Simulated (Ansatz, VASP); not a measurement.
**Two plane-wave programs on C**

```
C
1.0
     0.00000    1.76607    1.76607
     1.76607    0.00000    1.76607
     1.76607    1.76607    0.00000
C
2
Direct
  0.00000 0.00000 0.00000
  0.25000 0.25000 0.25000
```

Alike in both runs: functional LDA; k mesh 10 × 10 × 10; occupations gaussian, width 0.1 eV; no spin polarisation.

Ansatz relaxed the structure, and its values are those at the end. VASP's run is a single point on that final structure, the one shown.

```csv
,VASP,Ansatz
version,VASP 6.6.1,Ansatz 0.2.0
potentials or method,"VASP PAW LDA potentials, release 64 (C), cutoff 600 eV","scalar-relativistic, plane waves, PAW"
valence electrons in the cell,8,8
```

|  | VASP | Ansatz | Ansatz less VASP |
| --- | --- | --- | --- |
| gap on the k mesh at the Fermi level (eV) | 4.20 | 4.21 | +0.003 |
| least direct gap on the mesh (eV) | 5.63 | 5.62 | -0.003 |
| pressure (GPa) | 0.7 | -0.1 | -0.83 |

LDA's correlation is that of Perdew and Zunger in VASP and of Perdew and Wang (1992) in Ansatz.
